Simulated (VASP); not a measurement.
Here is a VASP 6.6.1 calculation.

The input INCAR:

```
PREC     = Accurate       # precision mode
ENCUT    = 520            # plane-wave cutoff, eV
EDIFF    = 1E-7           # SCF threshold, eV
ISMEAR   = 0              # smearing method
SIGMA    = 0.1            # smearing width, eV
LREAL    = False          # projectors in reciprocal space
LASPH    = True           # aspherical terms in the spheres
NELM     = 150            # most SCF steps
ALGO     = Fast           # electronic algorithm
ISIF     = 2              # what is computed and relaxed
LWAVE    = False          # write WAVECAR
LCHARG   = True           # write CHGCAR
ISPIN    = 2              # spin polarisation
MAGMOM   = 0 0 1 1 1      # initial moments
LORBIT   = 11             # projections on sites
LMAXMIX  = 4              # l up to which the mixer works
GGA      = PE             # functional
LELF     = True           # ELF
LVHAR    = True         
NBANDS   = 36             # bands
```

The input KPOINTS:

```
Automatic mesh
0
Gamma
  4 4 4
```

POSCAR

```
B2Ru3
1.0
    4.0266809628      0.0000000000      0.0000000000
    0.0000000000      4.0266809628      0.0000000000
    0.0000000000      0.0000000000      4.1113964068
B Ru
2 3
Direct
    0.0000000000      0.5000000000      0.5000000000
    0.5000000000      0.0000000000      0.5000000000
    0.0000000000      0.5000000000      0.0000000000
    0.5000000000      0.0000000000      0.0000000000
    0.0000000000      0.0000000000      0.5000000000
```

Potentials or basis: VASP PAW PBE potentials, release 64 (B, Ru_pv).

Run with:

```console
$ cat potpaw_PBE.64/B/POTCAR potpaw_PBE.64/Ru_pv/POTCAR > POTCAR
$ mpirun -np 1 vasp_std > vasp.out
```

**Question.** What does it give for the site moments?

**Answer.** B -0.01; Ru +0.35, +0.06 (each value once) μB.

**Question.** Estimate the net moment.

**Answer.** 0.80 μB per cell.

Stress tensor (GPa, compression positive):
```
0.13 0.00 0.00
0.00 0.13 0.00
0.00 0.00 0.55
```

Caveat: the k points lie up to 0.39 Å⁻¹ apart.
